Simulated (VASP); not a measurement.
Write the native input for VASP 6.6.1 that does the following.

```yaml
Task: single point
Functional: PBEsol
Potentials_or_basis: VASP PAW PBE potentials, release 64 (Sr_sv)
Cutoff: 520 eV
k_mesh: 4 × 4 × 4
Occupations: methfessel-paxton, width 0.05 eV
Spin: no spin polarisation
Dipole_correction: no
Further_INCAR_settings: ALGO = Normal; EDIFF = 1e-06; NBANDS = 17
```

The structure of Sr lies in POSCAR:

```
Sr
1.0
    0.0000000000      3.1331473395      3.1331473395
    3.1331473395      0.0000000000      3.1331473395
    3.1331473395      3.1331473395      0.0000000000
Sr
2
Direct
    0.0000000000      0.0000000000      0.0000000000
    0.2500000000      0.2500000000      0.2500000000
```

This isn't the form of Sr at room conditions, which is fcc.

These files were run (other wordings do the same):

INCAR

```
ALGO = Normal
EDIFF = 1E-6
ENCUT = 520
GGA = PS
ISIF = 2
ISMEAR = 1
LASPH = True
LCHARG = False
LREAL = False
LWAVE = False
NBANDS = 17
NELM = 80
PREC = Accurate
SIGMA = 0.05
```

KPOINTS

```
k-points
0
Gamma
  4 4 4
```

Potentials or basis: VASP PAW PBE potentials, release 64 (Sr_sv).

The run is started by

```console
$ cat potpaw_PBE.64/Sr_sv/POTCAR > POTCAR
$ mpirun -np 1 vasp_std > vasp.out
```

It gave:

```
Pressure               : 10.6 GPa
Band gap on the k mesh : zero (bands 10 and 11 overlap by 0.45 eV)
```

Caveat: the k points lie up to 0.43 Å⁻¹ apart; the PAW data sets were made with another functional, which shifts forces and pressure a little.

Run time: 16 s on 1 thread of Intel(R) Xeon(R) Platinum 8488C (Sapphire Rapids), on a shared host, peak memory 0.19 GiB.
